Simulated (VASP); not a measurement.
# Ca (Cmce) in VASP: further runs

Runs on Ca. Level: PBEsol. Tasks: single point, relaxation of cell and atoms.

Program: VASP 6.6.1. These are calculated values, not measurements. Logs are shortened: lines on timing, memory, paths and dates and some standing lists are left out, and cuts for length are marked.

### 1 The cell of the first run

The structure is orthorhombic, space group Cmce (No. 64). Conventional cell: a = 7.420 Å, b = 4.904 Å, c = 10.002 Å, α = 90.00°, β = 90.00°, γ = 90.00°. Within 3.6 Å of Ca (site symmetry m) lie 1 Ca at 2.76 Å.

### 2 Single point, PBEsol

Input file INCAR:

```
  PREC = Accurate
  ENCUT = 520
  EDIFF = 1E-6
  ISMEAR = 0
  SIGMA = 0.1
  LREAL = False
  LASPH = True
  NELM = 100
  ALGO = Normal
  ISIF = 2
  LWAVE = False
  LCHARG = False
  GGA = PS
  NBANDS = 28
```

Input file KPOINTS:

```
regular mesh
0
Gamma
  4 4 2
```

Input file POSCAR:

```
Ca
1.0
    3.7098585194     -2.4519326810      0.0000000000
    3.7098585194      2.4519326810      0.0000000000
    0.0000000000      0.0000000000     10.0020444714
Ca
4
Direct
    0.8500000000      0.1500000000      0.1170000000
    0.6500000000      0.3500000000      0.6170000000
    0.1500000000      0.8500000000      0.8830000000
    0.3500000000      0.6500000000      0.3830000000
```

Potentials or basis: VASP PAW PBE potentials, release 64 (Ca_sv).

On the command line:

```
> cat potpaw_PBE.64/Ca_sv/POTCAR > POTCAR
> mpirun -np 1 vasp_std > vasp.out
```

OUTCAR:

```text
PREC = Accurate
   ENCUT = 520
   EDIFF = 1E-6
   ISMEAR = 0
   LREAL = False
   LASPH = True
   NELM = 100
   ISIF = 2
   GGA = PS

 ion  position               nearest neighbor table
   1  0.850  0.150  0.117-   3 2.76
   2  0.650  0.350  0.617-   4 2.76
   3  0.150  0.850  0.883-   1 2.76
   4  0.350  0.650  0.383-   2 2.76

  LATTYP: Found a base centered orthorhombic cell.
 ALAT       =     4.9038653620
 B/A-ratio  =     1.5130344108
 C/A-ratio  =     2.0396246090

  Lattice vectors:

 A1 = (  -3.7098585194,  -2.4519326810,   0.0000000000)
 A2 = (   3.7098585194,  -2.4519326810,   0.0000000000)
 A3 = (   0.0000000000,   0.0000000000,  10.0020444714)

Analysis of symmetry for initial positions (statically):
=====================================================================
 Subroutine PRICEL returns:
 Original cell was already a primitive cell.

 Routine SETGRP: Setting up the symmetry group for a
 base centered orthorhombic supercell.

 Subroutine GETGRP returns: Found  8 space group operations
 (whereof  4 operations were pure point group operations)
 out of a pool of  8 trial point group operations.

The static configuration has the point symmetry C_2h.
 The point group associated with its full space group is D_2h.

Analysis of symmetry for dynamics (positions and initial velocities):
=====================================================================
 Subroutine PRICEL returns:
 Original cell was already a primitive cell.

 Routine SETGRP: Setting up the symmetry group for a
 base centered orthorhombic supercell.

 Subroutine GETGRP returns: Found  8 space group operations
 (whereof  4 operations were pure point group operations)
 out of a pool of  8 trial point group operations.

The dynamic configuration has the point symmetry C_2h.
 The point group associated with its full space group is D_2h.

 Subroutine INISYM returns: Found  8 space group operations
 (whereof  4 operations are pure point group operations),
 and found     1 'primitive' translations

----------------------------------------------------------------------------------------

                                     Primitive cell

  volume of cell :     181.9637

  direct lattice vectors                    reciprocal lattice vectors
     3.709858519 -2.451932681  0.000000000     0.134776029 -0.203920770  0.000000000
     3.709858519  2.451932681  0.000000000     0.134776029  0.203920770  0.000000000
     0.000000000  0.000000000 10.002044471     0.000000000  0.000000000  0.099979559

  length of vectors
     4.446911749  4.446911749 10.002044471     0.244434569  0.244434569  0.099979559

  position of ions in fractional coordinates (direct lattice)
     0.850000000  0.150000000  0.117000000
     0.650000000  0.350000000  0.617000000
     0.150000000  0.850000000  0.883000000
     0.350000000  0.650000000  0.383000000

  ion indices of the primitive-cell ions
   primitive index   ion index
                 1           1
                 2           2
                 3           3
                 4           4

----------------------------------------------------------------------------------------

 KPOINTS: regular mesh

Automatic generation of k-mesh.
 Grid dimensions read from file:
 generate k-points for:    4    4    2

 Generating k-lattice:

  Cartesian coordinates                     Fractional coordinates (reciprocal lattice)
     0.033694007 -0.050980192  0.000000000     0.250000000  0.000000000  0.000000000
     0.033694007  0.050980192  0.000000000     0.000000000  0.250000000  0.000000000
     0.000000000  0.000000000  0.049989780     0.000000000  0.000000000  0.500000000

  Length of vectors
     0.061108642  0.061108642  0.049989780

  Shift w.r.t. Gamma in fractional coordinates (k-lattice)
     0.000000000  0.000000000  0.000000000

 Subroutine IBZKPT returns following result:
 ===========================================

 Found     14 irreducible k-points:

 Following reciprocal coordinates:
            Coordinates               Weight
  0.000000  0.000000  0.000000      1.000000
  0.250000  0.000000  0.000000      4.000000
  0.500000  0.000000  0.000000      2.000000
  0.250000  0.250000  0.000000      2.000000
  0.500000  0.250000  0.000000      4.000000
 -0.250000  0.250000  0.000000      2.000000
  0.500000  0.500000  0.000000      1.000000
  0.000000  0.000000  0.500000      1.000000
  0.250000  0.000000  0.500000      4.000000
  0.500000  0.000000  0.500000      2.000000
  0.250000  0.250000  0.500000      2.000000
  0.500000  0.250000  0.500000      4.000000
 -0.250000  0.250000  0.500000      2.000000
  0.500000  0.500000  0.500000      1.000000
   k-points           NKPTS =     14   k-points in BZ     NKDIM =     14   number of bands    NBANDS=     28
   number of dos      NEDOS =    301   number of ions     NIONS =      4
   total plane-waves  NPLWV = 103680
   dimension x,y,z NGX =    36 NGY =   36 NGZ =   80
   dimension x,y,z NGXF=    72 NGYF=   72 NGZF=  160
   ions per type =               4
   NGX,Y,Z   is equivalent  to a cutoff of  13.46, 13.46, 13.30 a.u.
   NGXF,Y,Z  is equivalent  to a cutoff of  26.92, 26.92, 26.59 a.u.
 SYSTEM =  unknown system
   PREC   = accura    normal or accurate (medium, high low for compatibility)
   ISTART =      0    job   : 0-new  1-cont  2-samecut
   ICHARG =      2    charge: 1-file 2-atom 10-const
   ISPIN  =      1    spin polarized calculation?
   LNONCOLLINEAR =      F non collinear calculations
   LSORBIT =      F    spin-orbit coupling
   LASPH  =      T    aspherical Exc in radial PAW
   ENCUT  =  520.0 eV  38.22 Ry    6.18 a.u.   8.27  8.27 18.60*2*pi/ulx,y,z
   NELM   =    100;   NELMIN=  2; NELMDL= -5     # of ELM steps
   EDIFF  = 0.1E-05   stopping-criterion for ELM
   LREAL  =      F    real-space projection
   EDIFFG = 0.1E-04   stopping-criterion for IOM
   NSW    =      0    number of steps for IOM
   IBRION =     -1    ionic relax: 0-MD 1-quasi-New 2-CG
   NFREE  =      0    steps in history (QN), initial steepest desc. (CG)
   ISIF   =      2    stress and relaxation
   ISYM   =      2    0-nonsym 1-usesym 2-fastsym
   POTIM  = 0.5000    time-step for ionic-motion
   TEBEG  =    0.0;   TEEND  =   0.0 temperature during run
   PSTRESS=    0.0 pullay stress
   NELECT =      40.0000    total number of electrons
   NUPDOWN=      -1.0000    fix difference up-down
   EMIN   =  10.00;   EMAX   =-10.00  energy-range for DOS
   EFERMI =   0.00;   METHOD = LEGACY
   ISMEAR =     0;   SIGMA  =   0.10  broadening in eV -4-tet -1-fermi 0-gaus
   EFERMI_NEDOS =   21; number of points for ismear=-14 and -15
   IALGO  =     38    algorithm
   IMIX   =      4    mixing-type and parameters
     AMIX     =   0.40;   BMIX     =  1.00
     AMIX_MAG =   1.60;   BMIX_MAG =  1.00
  volume/ion in A,a.u.               =      45.49       306.99
  Fermi-wavevector in a.u.,A,eV,Ry     =   0.988022  1.867091 13.281836  0.976187
  Thomas-Fermi vector in A             =   2.119518
   LORBIT       =      0    0 simple, 1 ext, 2 COOP (PROOUT), +10 PAW based schemes
   GGA     = PS    functional components
   LHFCALC =     F    Hartree Fock is set to
   AEXX    =    0.0000 exact exchange contribution
   IVDW    =     0    specifies the selected vdW correction
   LEPSILON=     F    determine dielectric tensor
   LRPA    =     F    only Hartree local field effects (RPA)
 non-spin polarized calculation
 Gauss-broadening in eV      SIGMA  =   0.10
  energy-cutoff  :      520.00
  volume of cell :      181.96
 maximum number of plane-waves:      4920
 NGX is ok and might be reduce to    36
   NGX = 17   NGY = 17   NGZ = 37

 number of electron      40.0000000 magnetization

 Free energy of the ion-electron system (eV)
  ---------------------------------------------------
  ext. energy  EPLUGINS =         0.00000000
  ---------------------------------------------------
  free energy    TOTEN  =        -5.92608841 eV

  energy without entropy =       -5.89006199  energy(sigma->0) =       -5.90807520

 E-fermi :   1.5053     XC(G=0):  -7.5249

 val. band max:        1.4769060594   @ k =  -0.2500   0.2500   0.5000
 cond. band min:       1.5244989553   @ k =   0.5000   0.0000   0.0000
 fundamental gap:      0.0475928959
 Fermi energy:         1.5052647955

 k-point     1 :       0.0000    0.0000    0.0000
  band No.  band energies     occupation
      1     -40.6936      2.00000
      2     -40.6811      2.00000
      3     -40.5628      2.00000
      4     -40.5500      2.00000
      5     -22.2310      2.00000
      6     -22.1932      2.00000
[... 20 lines left out ...]
     27       3.6273      0.00000
     28       3.6415      0.00000

 k-point     2 :       0.2500    0.0000    0.0000
  band No.  band energies     occupation
      1     -40.6907      2.00000
      2     -40.6819      2.00000
      3     -40.5611      2.00000
      4     -40.5521      2.00000
      5     -22.2273      2.00000
      6     -22.2012      2.00000
[... 20 lines left out ...]
     27       3.3255      0.00000
     28       3.4091      0.00000

 k-point     3 :       0.5000    0.0000    0.0000
  band No.  band energies     occupation
      1     -40.6853      2.00000
      2     -40.6853      2.00000
      3     -40.5568      2.00000
      4     -40.5568      2.00000
      5     -22.2165      2.00000
      6     -22.2165      2.00000
[... 20 lines left out ...]
     27       3.0478      0.00000
     28       3.0478      0.00000

 k-point     4 :       0.2500    0.2500    0.0000
  band No.  band energies     occupation
      1     -40.6924      2.00000
      2     -40.6803      2.00000
      3     -40.5621      2.00000
      4     -40.5499      2.00000
      5     -22.2291      2.00000
      6     -22.1946      2.00000
[... 268 lines left out ...]
     27       3.2101      0.00000
     28       3.2101      0.00000

 k-point    13 :      -0.2500    0.2500    0.5000
  band No.  band energies     occupation
      1     -40.6853      2.00000
      2     -40.6853      2.00000
      3     -40.5568      2.00000
      4     -40.5568      2.00000
      5     -22.2158      2.00000
      6     -22.2158      2.00000
[... 20 lines left out ...]
     27       3.0602      0.00000
     28       3.0602      0.00000

 k-point    14 :       0.5000    0.5000    0.5000
  band No.  band energies     occupation
      1     -40.6856      2.00000
      2     -40.6856      2.00000
      3     -40.5553      2.00000
      4     -40.5553      2.00000
      5     -22.2122      2.00000
      6     -22.2122      2.00000
[... 20 lines left out ...]
     27       3.7739      0.00000
     28       3.7739      0.00000

------------------------ aborting loop because EDIFF is reached ----------------------------------------

  FORCE on cell =-STRESS in cart. coord.  units (eV):
  Direction    XX          YY          ZZ          XY          YZ          ZX
  --------------------------------------------------------------------------------------
  -------------------------------------------------------------------------------------
  Total       -7.8099119     -0.0285480      6.4206171      0.0000000      0.0000000      0.0000000
  in kB      -68.7657287     -0.2513630     56.5330850      0.0000000      0.0000000      0.0000000
  external PRESSURE =      -4.1613356 kB  Pullay stress =       0.0000000 kB

 VOLUME and BASIS-vectors are now :
 -----------------------------------------------------------------------------
  energy-cutoff  :      520.00
  volume of cell :      181.96
      direct lattice vectors                 reciprocal lattice vectors
     3.709858519 -2.451932681  0.000000000     0.134776029 -0.203920770  0.000000000
     3.709858519  2.451932681  0.000000000     0.134776029  0.203920770  0.000000000
     0.000000000  0.000000000 10.002044471     0.000000000  0.000000000  0.099979559

 POSITION                                       TOTAL-FORCE (eV/Angst)
 -----------------------------------------------------------------------------------
      3.70986     -1.71635      1.17024         0.000000      1.401707      1.435232
      3.70986     -0.73558      6.17126         0.000000     -1.401707      1.435232
      3.70986      1.71635      8.83181         0.000000     -1.401707     -1.435232
      3.70986      0.73558      3.83078         0.000000      1.401707     -1.435232
 -----------------------------------------------------------------------------------
    total drift:                               -0.000000     -0.000000     -0.000000

  FREE ENERGIE OF THE ION-ELECTRON SYSTEM (eV)
  ---------------------------------------------------
  free  energy   TOTEN  =        -5.9260884056 eV

  energy  without entropy=       -5.8900619883  energy(sigma->0) =       -5.90807520
```

Run time: 27 s. Hardware: 1 thread of Intel Xeon 6975P-C (Granite Rapids), shared host; peak memory 0.31 GiB.

What came out:

```yaml
Free_energy: -5.9261 eV
Pressure: -0.4 GPa
Largest_force: 2.006 eV/Å
Band_gap_on_the_k_mesh: zero (band 20 reaches 1.55 eV, above the bottom of band 21 at 1.44 eV)
```

Forces on the atoms (eV/Å):
```
Ca   0.000  1.402  1.435
Ca   0.000 -1.402  1.435
Ca   0.000 -1.402 -1.435
Ca   0.000  1.402 -1.435
```

Stress tensor (GPa, compression positive):
```
-6.88  0.00  0.00
 0.00 -0.03  0.00
 0.00  0.00  5.65
```

Caveat: the k points lie up to 0.38 Å⁻¹ apart; the PAW data sets were made with another functional, which shifts forces and pressure a little.

### 3 Relaxation of cell and atoms, PBEsol

Input file INCAR:

```
PREC = Accurate
ENCUT = 600
EDIFF = 1E-7
ISMEAR = 0
SIGMA = 0.1
LREAL = False
LASPH = True
NELM = 100
ALGO = Normal
ISIF = 3
LWAVE = False
LCHARG = False
GGA = PS
IBRION = 2
NSW = 90
EDIFFG = -0.04
```

KPOINTS is that of step 2.

POSCAR is that of step 2.

Potentials or basis: VASP PAW PBE potentials, release 64 (Ca_sv).

On the command line:

```
> cat potpaw_PBE.64/Ca_sv/POTCAR > POTCAR
> mpirun -np 1 vasp_std > vasp.out
```

Wall time 7.8 min (1 thread of Intel Xeon 6975P-C (Granite Rapids), shared host); peak memory 0.35 GiB.

Results (log left out):

- Free energy: -8.6582 eV
- Relaxed volume: 40.98 Å³/atom
- Relaxed cell: a = 3.869 Å, b = 3.869 Å, c = 10.948 Å, α = 90.00°, β = 90.00°, γ = 90.27°
- Space group after relaxing (to 0.05 Å): Fm-3m (No. 225)
- Energy gained by relaxing: 682.8 meV/atom
- Ionic steps: 20
- Pressure after relaxing: 0.0 GPa
- Largest force after relaxing: 0.019 eV/Å
- Band gap on the k mesh: zero (band 20 reaches 2.18 eV, above the bottom of band 21 at 1.87 eV)

Forces on the atoms (eV/Å):
```
Ca   0.000  0.001 -0.019
Ca   0.000 -0.001 -0.019
Ca   0.000 -0.001  0.019
Ca   0.000  0.001  0.019
```

Stress tensor (GPa, compression positive):
```
 0.07  0.00  0.00
 0.00 -0.01  0.00
 0.00  0.00  0.06
```

The path:
| step | energy change (eV) | largest force (eV/Å) | pressure (GPa) | volume (Å³) |
| --- | --- | --- | --- | --- |
| 1 | 0.0000 | 2.0058 | -0.39 | 181.96 |
| 2 | -1.5810 | 0.9461 | -0.69 | 177.69 |
| 3 | -2.2721 | 0.3838 | -0.52 | 171.65 |
| 4 | -1.9492 | 0.3923 | 1.98 | 153.25 |
| 5 | -2.3772 | 0.3198 | 0.29 | 164.18 |
| 6 | -2.4051 | 0.3004 | -0.02 | 166.67 |
| 7 | -2.4045 | 0.2985 | -0.08 | 167.13 |
| 8 | -2.4314 | 0.2835 | -0.06 | 166.48 |
| 9 | -2.5038 | 0.2561 | 0.06 | 164.45 |
| 10 | -2.6028 | 0.2732 | 0.51 | 160.09 |
| 11 | -2.3999 | 0.8096 | 2.28 | 150.28 |
| 12 | -2.6282 | 0.2734 | 0.70 | 158.61 |
| 13 | -2.6606 | 0.2519 | 0.34 | 161.59 |
| 14 | -2.6897 | 0.2171 | -0.29 | 167.40 |
| 15 | -2.6901 | 0.2143 | -0.36 | 168.04 |
| 16 | -2.7063 | 0.1687 | -0.23 | 166.61 |
| 17 | -2.7218 | 0.0535 | 0.13 | 163.17 |
| 18 | -2.7281 | 0.0176 | 0.01 | 164.19 |
| 19 | -2.7303 | 0.0261 | -0.10 | 165.22 |
| 20 | -2.7314 | 0.0189 | 0.04 | 163.92 |

Final structure:
```xyz
4
Lattice="2.7296 -2.7425 0.0000 2.7296 2.7425 0.0000 0.0000 0.0000 10.9483" Properties=species:S:1:pos:R:3 pbc="T T T"
Ca    2.7296   -1.3718    1.3728
Ca    2.7296   -1.3706    6.8470
Ca    2.7296    1.3718    9.5755
Ca    2.7296    1.3706    4.1013
```

Levels at points of the mesh, in eV from the Fermi level:
| k point | band 18 | band 19 | band 20 | band 21 | band 22 | band 23 |
| --- | --- | --- | --- | --- | --- | --- |
| (0.00, 0.00, 0.00) | -2.68 | -2.67 | -0.45 | 0.58 | 1.05 | 1.33 |
| (0.50, 0.00, 0.00) | -1.49 | -0.98 | -0.98 | -0.10 | -0.10 | 1.00 |
| (0.50, 0.50, 0.00) | -0.45 | 0.21 | 0.21 | 0.57 | 0.58 | 0.72 |
| (0.00, 0.00, 0.50) | -3.69 | -1.30 | -1.30 | 0.79 | 0.79 | 1.44 |
| (0.50, 0.00, 0.50) | -1.29 | -1.29 | -1.29 | 0.39 | 0.39 | 0.39 |
| (0.50, 0.50, 0.50) | -0.18 | -0.17 | -0.17 | 0.60 | 0.60 | 0.62 |

Caveat: the k points lie up to 0.41 Å⁻¹ apart in the final cell; the PAW data sets were made with another functional, which shifts forces and pressure a little.
